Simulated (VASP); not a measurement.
A run of VASP 6.6.1 is set up as follows.

INCAR

```
SYSTEM = Si8O
ALGO = Normal
DIPOL = 0.5 0.5 0.385
EDIFF = 1E-7
ENCUT = 520
GGA = PE
IDIPOL = 3
ISIF = 2
ISMEAR = 0
ISPIN = 2
LASPH = .TRUE.
LCHARG = .TRUE.
LDIPOL = .TRUE.
LELF = .TRUE.
LORBIT = 11
LREAL = .FALSE.
LVACPOTAV = .TRUE.
LVHAR = .TRUE.
LWAVE = .FALSE.
MAGMOM = 0 0 0 0 0 0 0 0 2
NBANDS = 33
NELM = 150
PREC = Accurate
SIGMA = 0.05
```

The input KPOINTS:

```
k-points
0
G
  9 9 1
  0 0 0
```

File POSCAR:

```
Si8O
1.0
    3.8510821792      0.0000000000      0.0000000000
   -1.9255410896      3.3351349992      0.0000000000
    0.0000000000      0.0000000000     25.7458745107
Si O
8 1
Direct
    0.6666666667      0.3333333333      0.1553646973
    0.3333333333      0.6666666667      0.1864797868
    0.3333333333      0.6666666667      0.2789705438
    0.6666666667      0.3333333333      0.3100856332
    0.6666666667      0.3333333333      0.4023777075
    0.3333333333      0.6666666667      0.4328816163
    0.3333333333      0.6666666667      0.5270845181
    0.6666666667      0.3333333333      0.5533264953
    0.6666666667      0.3333333333      0.6148306510
```

Potentials or basis: VASP PAW PBE potentials, release 64 (Si, O).

Launch:

```sh
$ cat potpaw_PBE.64/Si/POTCAR potpaw_PBE.64/O/POTCAR > POTCAR
$ mpirun -np 1 vasp_std > vasp.out
```

Problem. Predict the net moment.

Solution. 0.49 μB per cell.

Problem. Estimate the site moments.

Solution. Si -0.01, +0.00, -0.00, +0.01, +0.06 (each value once); O +0.30 μB.

Problem. Estimate the largest force.

Solution. 1.593 eV/Å.

Forces in eV/Å, atoms in the order of the input:
```
Si   0.000  0.000  0.581
Si   0.000  0.000 -0.784
Si   0.000  0.000  0.247
Si   0.000  0.000 -0.177
Si   0.000  0.000 -0.169
Si   0.000  0.000  0.444
Si   0.000  0.000 -1.593
Si   0.000  0.000  1.139
O    0.000  0.000  0.313
```

Caveat: a moment this small can come from the mesh or the smearing.
